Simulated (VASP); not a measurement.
Input of a VASP 6.6.1 run:

Contents of INCAR:

```
SYSTEM = C4N
PREC = Accurate ; ENCUT = 520
EDIFF = 1E-7 ; ISMEAR = 0
SIGMA = 0.1 ; LREAL = .False.
LASPH = .True. ; NELM = 60
ALGO = Normal ; ISIF = 2
LWAVE = .False. ; LCHARG = .True.
GGA = PE ; LELF = .True.
LVHAR = .True. ; NBANDS = 18
```

KPOINTS

```
regular mesh
0
Gamma
  6 6 6
  0 0 0
```

The input POSCAR:

```
C4N
1.0
    3.3598671075      0.0000000000      0.0000000000
    0.0000000000      3.3598671075      0.0000000000
    0.0000000000      0.0000000000      3.3598671075
C N
4 1
Direct
    0.5000000000      0.0000000000      0.0000000000
    0.0000000000      0.5000000000      0.0000000000
    0.0000000000      0.0000000000      0.5000000000
    0.5000000000      0.5000000000      0.5000000000
    0.0000000000      0.0000000000      0.0000000000
```

Potentials or basis: VASP PAW PBE potentials, release 64 (C, N).

Run with:

```sh
$ cat potpaw_PBE.64/C/POTCAR potpaw_PBE.64/N/POTCAR > POTCAR
$ mpirun -np 1 vasp_std > vasp.out
```

Question: Predict the pressure.

Answer: 0.1 GPa.

Question: Estimate the band gap on the k mesh.

Answer: Zero (an odd number of electrons rules out a gap without spin polarisation).

Caveat: an odd number of electrons without spin polarisation forces a metal; a magnetic or distorted state may lie lower.
